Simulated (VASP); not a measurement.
Input of a VASP 6.6.1 run:

Contents of INCAR:

```
  ALGO = Normal
  EDIFF = 1E-7
  EDIFFG = -0.001
  ENCUT = 600
  GGA = CA
  IBRION = 2
  ISIF = 3
  ISMEAR = 0
  LASPH = T
  LCHARG = F
  LREAL = F
  LWAVE = F
  NELM = 100
  NSW = 80
  PREC = Accurate
  PSTRESS = 250.0
  SIGMA = 0.01
```

File KPOINTS:

```
k-points
0
Gamma
  8 8 8
```

The input POSCAR:

```
ZnSe
1.0
    0.0000000000      2.7837680022      2.7837680022
    2.7837680022      0.0000000000      2.7837680022
    2.7837680022      2.7837680022      0.0000000000
Zn Se
1 1
Direct
    0.0000000000      0.0000000000      0.0000000000
    0.7500000000      0.7500000000      0.7500000000
```

Potentials or basis: VASP PAW LDA potentials, release 64 (Zn, Se).

Launch:

```bash
$ cat potpaw_LDA.64/Zn/POTCAR potpaw_LDA.64/Se/POTCAR > POTCAR
$ mpirun -np 1 vasp_std > vasp.out
```

Estimate the band gap on the k mesh.

2.11 eV, indirect (least direct gap 2.24 eV).

Predict the space group after relaxing (to 0.05 Å).

F-43m (No. 216).

Predict the relaxed cell.

a = 3.671 Å, b = 3.671 Å, c = 3.671 Å, α = 60.00°, β = 60.00°, γ = 60.00°.

Estimate the relaxed volume.

17.50 Å³/atom.

Final structure:
```xyz
2
Lattice="0.0000 2.5960 2.5960 2.5960 0.0000 2.5960 2.5960 2.5960 0.0000" Properties=species:S:1:pos:R:3 pbc="T T T"
Zn    0.0000    0.0000    0.0000
Se    3.8941    3.8941    3.8941
```

Caveat: the cell is relaxed towards a set pressure, so the enthalpy falls and the energy may rise; the volume moved by over 15 % at a fixed basis, so the end points are rough. As with any semilocal functional, this LDA gap is likely too small.
